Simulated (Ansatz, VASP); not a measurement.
One calculation of CaAlO4, two programs

The input INCAR:

```
SYSTEM = CaAlO4
PREC     = Accurate       ! precision mode
ENCUT    = 520            ! plane-wave cutoff, eV
EDIFF    = 1E-6           ! SCF threshold, eV
ISMEAR   = 0              ! smearing method
SIGMA    = 0.1            ! smearing width, eV
LREAL    = .False.        ! projectors in reciprocal space
LASPH    = .True.         ! aspherical terms in the spheres
NELM     = 60             ! most SCF steps
ALGO     = Normal         ! electronic algorithm
ISIF     = 2              ! what is computed and relaxed
LWAVE    = .False.        ! write WAVECAR
LCHARG   = .False.        ! write CHGCAR
GGA      = PE             ! functional
NBANDS   = 28             ! bands
```

KPOINTS

```
regular mesh
0
Gamma
  4 4 4
  0 0 0
```

The input POSCAR:

```
CaAlO4
1.0
    0.0000000000      3.2712573000      3.2712573000
    3.2712573000      0.0000000000      3.2712573000
    3.2712573000      3.2712573000      0.0000000000
Ca Al O
1 1 4
Direct
    0.2500000000      0.2500000000      0.2500000000
    0.0000000000      0.0000000000      0.0000000000
    0.1228275900      0.6257241400      0.6257241400
    0.6257241400      0.1228275900      0.6257241400
    0.6257241400      0.6257241400      0.6257241400
    0.6257241400      0.6257241400      0.1228275900
```

Input for Ansatz:

```yaml
crystal:
  lattice:
    - [0.0, 3.2712573, 3.2712573]
    - [3.2712573, 0.0, 3.2712573]
    - [3.2712573, 3.2712573, 0.0]
  atoms:
    - { symbol: Ca, position: [0.25, 0.25, 0.25] }
    - { symbol: Al, position: [0.0, 0.0, 0.0] }
    - { symbol: O, position: [0.12282759, 0.62572414, 0.62572414] }
    - { symbol: O, position: [0.62572414, 0.12282759, 0.62572414] }
    - { symbol: O, position: [0.62572414, 0.62572414, 0.62572414] }
    - { symbol: O, position: [0.62572414, 0.62572414, 0.12282759] }
basis:
  ecutwfc: 420
kpoints:
  mp_grid: { grid: [4, 4, 4] }
hamiltonian:
  xc: pbe
scf:
  occupations: { method: gaussian, width: 0.1 }
  lower_state_search: "off"
output:
  forces: true
  stress: true
  eigenvalues: true
```

Change from the starting cell: species swapped into the CaInCu4 type (F-43m, No. 216).

Alike in both runs: task single point; functional PBE; k mesh 4 × 4 × 4; occupations gaussian, width 0.1 eV; no spin polarisation.

|  | VASP | Ansatz |
| --- | --- | --- |
| version | VASP 6.6.1 | Ansatz 0.2.0 |
| potentials or method | VASP PAW PBE potentials, release 64 (Ca_sv, Al, O), cutoff 520 eV | scalar-relativistic, plane waves, PAW |
| valence electrons in the cell | 37 | 37 |

```csv
,VASP,Ansatz,Ansatz less VASP
gap on the k mesh at the Fermi level (eV),none,none,-
pressure (GPa),-3.8,-3.8,0.00
rms of the force components (eV/Å),0.222,0.219,-0.0035
```

Atom by atom the forces differ by 0.004 eV/Å (rms over components). A gap of «none» marks a metal or a gap that the smearing closes. With one functional, cell and mesh, what is left measures potentials, basis and numerics.

The k mesh is coarse, so the values compare programs but aren't converged.
